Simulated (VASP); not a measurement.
# Al12H in VASP: single point with PBE+D3(BJ)

Aim: the single point of Al12H with PBE+D3(BJ).

All numbers are computed with VASP 6.6.1; they aren't measurements. Logs are shortened: lines on timing, memory, paths and dates and some standing lists are left out, and cuts for length are marked.

**1. The cell of the first run**

The cell holds a slab with vacuum, 13 atoms: a = 5.631 Å, b = 5.631 Å, c = 21.568 Å, α = 90.00°, β = 90.00°, γ = 120.00°.

**2. Single point, PBE+D3(BJ)**

INCAR reads:

```
ALGO = Normal
DIPOL = 0.5 0.5 0.310
EDIFF = 1E-7
ENCUT = 520
GGA = PE
IDIPOL = 3
ISIF = 2
ISMEAR = 0
IVDW = 12
LASPH = True
LCHARG = True
LDIPOL = True
LELF = True
LREAL = False
LVACPOTAV = True
LVHAR = True
LWAVE = False
NBANDS = 30
NELM = 80
PREC = Accurate
SIGMA = 0.1
```

KPOINTS reads:

```
k-points
0
Gamma
  6 6 1
```

POSCAR reads:

```
Al12H
1.0
    5.6314608525      0.0000000000      0.0000000000
   -2.8157304263      4.8769881587      0.0000000000
    0.0000000000      0.0000000000     21.5684292007
Al H
12 1
Direct
    0.3333333333      0.1666666667      0.1854562501
    0.3333333333      0.6666666667      0.1854562501
    0.8333333333      0.1666666667      0.1854562501
    0.8333333333      0.6666666667      0.1854562501
    0.1666666667      0.3333333333      0.2913950739
    0.1666666667      0.8333333333      0.2913950739
    0.6666666667      0.3333333333      0.2913950739
    0.6666666667      0.8333333333      0.2913950739
    0.0000000000      0.0000000000      0.3972671872
    0.0000000000      0.5000000000      0.3972671872
    0.5000000000      0.0000000000      0.3972671872
    0.5000000000      0.5000000000      0.3972671872
    0.0000000000      0.1666666667      0.5363593748
```

Potentials or basis: VASP PAW PBE potentials, release 64 (Al, H).

Launch:

```bash
cat potpaw_PBE.64/Al/POTCAR potpaw_PBE.64/H/POTCAR > POTCAR
mpirun -np 1 vasp_std > vasp.out
```

OUTCAR:

```text
EDIFF = 1E-7
   ENCUT = 520
   GGA = PE
   ISIF = 2
   ISMEAR = 0
   IVDW = 12
   LASPH = True
   LREAL = False
   NELM = 80
   PREC = Accurate
 IVDW          = 12

 ion  position               nearest neighbor table
   1  0.333  0.167  0.185-   5 2.80   7 2.80   6 2.80   4 2.82   4 2.82   3 2.82   3 2.82   2 2.82
                             2 2.82
   2  0.333  0.667  0.185-   6 2.80   8 2.80   5 2.80   3 2.82   3 2.82   4 2.82   4 2.82   1 2.82
                             1 2.82
   3  0.833  0.167  0.185-   7 2.80   5 2.80   8 2.80   2 2.82   2 2.82   1 2.82   1 2.82   4 2.82
                             4 2.82
   4  0.833  0.667  0.185-   8 2.80   6 2.80   7 2.80   1 2.82   1 2.82   2 2.82   2 2.82   3 2.82
                             3 2.82
   5  0.167  0.333  0.291-  12 2.80   9 2.80  10 2.80   1 2.80   3 2.80   2 2.80   8 2.82   8 2.82
                             7 2.82   7 2.82   6 2.82   6 2.82
   6  0.167  0.833  0.291-  11 2.80  10 2.80   9 2.80   2 2.80   4 2.80   1 2.80   7 2.82   7 2.82
                             8 2.82   8 2.82   5 2.82   5 2.82
   7  0.667  0.333  0.291-  10 2.80  11 2.80  12 2.80   3 2.80   1 2.80   4 2.80   6 2.82   6 2.82
                             5 2.82   5 2.82   8 2.82   8 2.82
   8  0.667  0.833  0.291-   9 2.80  12 2.80  11 2.80   4 2.80   2 2.80   3 2.80   5 2.82   5 2.82
                             6 2.82   6 2.82   7 2.82   7 2.82
   9  0.000  0.000  0.397-   8 2.80   5 2.80   6 2.80  12 2.82  12 2.82  11 2.82  11 2.82  10 2.82
                            10 2.82
  10  0.000  0.500  0.397-   7 2.80   6 2.80   5 2.80  11 2.82  11 2.82  12 2.82  12 2.82   9 2.82
                             9 2.82
  11  0.500  0.000  0.397-   6 2.80   7 2.80   8 2.80  10 2.82  10 2.82   9 2.82   9 2.82  12 2.82
                            12 2.82
  12  0.500  0.500  0.397-   5 2.80   8 2.80   7 2.80   9 2.82   9 2.82  10 2.82  10 2.82  11 2.82
                            11 2.82
  13  0.000  0.167  0.536-

  LATTYP: Found a hexagonal cell.
 ALAT       =     5.6314608525
 C/A-ratio  =     3.8299883042

  Lattice vectors:

 A1 = (   5.6314608525,   0.0000000000,   0.0000000000)
 A2 = (  -2.8157304263,   4.8769881587,   0.0000000000)
 A3 = (   0.0000000000,   0.0000000000,  21.5684292007)

Analysis of symmetry for initial positions (statically):
=====================================================================
 Subroutine PRICEL returns:
 Original cell was already a primitive cell.

 Routine SETGRP: Setting up the symmetry group for a
 hexagonal supercell.

 Subroutine GETGRP returns: Found  1 space group operations
 (whereof  1 operations were pure point group operations)
 out of a pool of 24 trial point group operations.

The static configuration has the point symmetry C_1 .

Analysis of symmetry for dynamics (positions and initial velocities):
=====================================================================
 Subroutine PRICEL returns:
[... 152 lines left out ...]
   LHFCALC =     F    Hartree Fock is set to
   AEXX    =    0.0000 exact exchange contribution
   IVDW    =    12    specifies the selected vdW correction
   LEPSILON=     F    determine dielectric tensor
   LRPA    =     F    only Hartree local field effects (RPA)
 non-spin polarized calculation
 Gauss-broadening in eV      SIGMA  =   0.10
  energy-cutoff  :      520.00
  volume of cell :      592.37
 maximum number of plane-waves:     16008
 NGX is ok and might be reduce to    42
   NGX = 21   NGY = 21   NGZ = 81

 dipolmoment           0.000000      0.000000     -0.087782 electrons x Angstroem

 number of electron      37.0000001 magnetization

 dipolmoment           0.000000      0.000000      0.315724 electrons x Angstroem

 Free energy of the ion-electron system (eV)
  ---------------------------------------------------
  ext. energy  EPLUGINS =         0.00000000
  ---------------------------------------------------
  free energy    TOTEN  =       -43.09242619 eV

  energy without entropy =      -43.04783258  energy(sigma->0) =      -43.07012938

 E-fermi :  -0.5366     XC(G=0):  -4.3938

 val. band max:       -0.5497993133   @ k =   0.1667   0.3333   0.0000
 cond. band min:      -0.4969380606   @ k =   0.0000   0.3333   0.0000
 fundamental gap:      0.0528612528
 Fermi energy:        -0.5366301660

 k-point     1 :       0.0000    0.0000    0.0000
  band No.  band energies     occupation
      1     -11.3901      2.00000
      2      -9.6299      2.00000
      3      -6.8538      2.00000
      4      -5.3814      2.00000
      5      -5.3775      2.00000
      6      -5.3708      2.00000
[... 649 lines left out ...]
     29       2.9560      0.00000
     30       2.9587      0.00000

------------------------ aborting loop because EDIFF is reached ----------------------------------------

 Edisp (eV)   -2.90842

 E8    (eV) :    -1.3516

  FORCE on cell =-STRESS in cart. coord.  units (eV):
  Direction    XX          YY          ZZ          XY          YZ          ZX
  --------------------------------------------------------------------------------------
  -------------------------------------------------------------------------------------
  Total      -2.88260    -2.89324    -1.22789     0.09089    -0.23458     0.08881
  in kB      -7.79658    -7.82535    -3.32106     0.24583    -0.63448     0.24020
  external pressure =       -6.31 kB  Pullay stress =        0.00 kB

 VOLUME and BASIS-vectors are now :
 -----------------------------------------------------------------------------
  energy-cutoff  :      520.00
  volume of cell :      592.37
      direct lattice vectors                 reciprocal lattice vectors
     5.631460853  0.000000000  0.000000000     0.177573817  0.102522291  0.000000000
    -2.815730426  4.876988159  0.000000000     0.000000000  0.205044582  0.000000000
     0.000000000  0.000000000 21.568429201     0.000000000  0.000000000  0.046364063

 POSITION                                       TOTAL-FORCE (eV/Angst)
 -----------------------------------------------------------------------------------
      1.40787      0.81283      4.00000         0.062721      0.008805     -0.094594
     -0.00000      3.25133      4.00000         0.009634      0.043933     -0.075205
      4.22360      0.81283      4.00000        -0.058593     -0.008988     -0.048167
      2.81573      3.25133      4.00000        -0.019268     -0.041193     -0.115461
      0.00000      1.62566      6.28493         0.000419      0.046430      0.065444
     -1.40787      4.06416      6.28493         0.041375     -0.035632     -0.061925
      2.81573      1.62566      6.28493        -0.007919      0.036848     -0.050186
      1.40787      4.06416      6.28493        -0.023954     -0.039144     -0.014498
      0.00000      0.00000      8.56843        -0.039775      0.111554      0.832127
     -1.40787      2.43849      8.56843         0.032541     -0.028745      0.273340
      2.81573      0.00000      8.56843        -0.019495     -0.010047      0.115026
      1.40787      2.43849      8.56843        -0.006474     -0.015962      0.129996
     -0.46929      0.81283     11.56843         0.028788     -0.067858     -0.955897
 -----------------------------------------------------------------------------------
    total drift:                                0.000041     -0.000002     -0.000204

  FREE ENERGIE OF THE ION-ELECTRON SYSTEM (eV)
  ---------------------------------------------------
  free  energy   TOTEN  =       -46.0008448901 eV

  energy  without entropy=      -45.9562512752  energy(sigma->0) =      -45.97854808

 vacuum level on the upper side and lower side of the slab         5.493         3.412
```

Wall time 8.6 min (1 thread of AMD EPYC 7R13 (Zen 3), shared host); peak memory 0.69 GiB.

What came out:

| Property | Result |
| --- | --- |
| Free energy | -46.0008 eV |
| Largest force | 0.959 eV/Å |
| Band gap on the k mesh | zero (an odd number of electrons rules out a gap without spin polarisation) |
| Dispersion energy per atom | -0.224 eV |

Forces on the atoms (eV/Å):
```
Al   0.063  0.009 -0.095
Al   0.010  0.044 -0.075
Al  -0.059 -0.009 -0.048
Al  -0.019 -0.041 -0.115
Al   0.000  0.046  0.065
Al   0.041 -0.036 -0.062
Al  -0.008  0.037 -0.050
Al  -0.024 -0.039 -0.014
Al  -0.040  0.112  0.832
Al   0.033 -0.029  0.273
Al  -0.019 -0.010  0.115
Al  -0.006 -0.016  0.130
H    0.029 -0.068 -0.956
```

The gap in the log of VASP goes by the Fermi energy; the results here count the filled bands.